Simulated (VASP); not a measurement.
## Pd: single point with BLYP

Pd:

```
Pd
1.0
    -1.64549    1.64549    1.64549
     1.64549   -1.64549    1.64549
     1.64549    1.64549   -1.64549
Pd
1
Direct
  0.00000 0.00000 0.00000
```

This cell differs from its parent crystal: volume scaled by 1.08.

```yaml
Program: VASP 6.6.1
Task: single point
Functional: BLYP
Potentials_or_basis: VASP PAW PBE potentials, release 64 (Pd)
Cutoff: 520 eV
k_mesh: 15 × 15 × 15
Occupations: fermi-dirac, width 0.1 eV
Spin: no spin polarisation
```

```
Pressure               : -7.9 GPa
Band gap on the k mesh : zero (band 5 reaches 7.79 eV, above the bottom of band 6 at 6.60 eV)
```

Levels at points of the mesh, in eV from the Fermi level:
| k point | band 1 | band 2 | band 3 | band 4 | band 5 | band 6 | band 7 | band 8 | band 9 | band 10 |
| --- | --- | --- | --- | --- | --- | --- | --- | --- | --- | --- |
| (0.00, 0.00, 0.00) | -5.66 | -2.23 | -2.23 | -2.23 | -0.73 | -0.73 | 19.12 | 19.12 | 19.12 | 25.53 |

It took 12 s on 1 thread of Intel(R) Xeon(R) Platinum 8488C (Sapphire Rapids) (shared host), peak memory 0.15 GiB.

Caveat: the PAW data sets were made with another functional, which shifts forces and pressure a little.
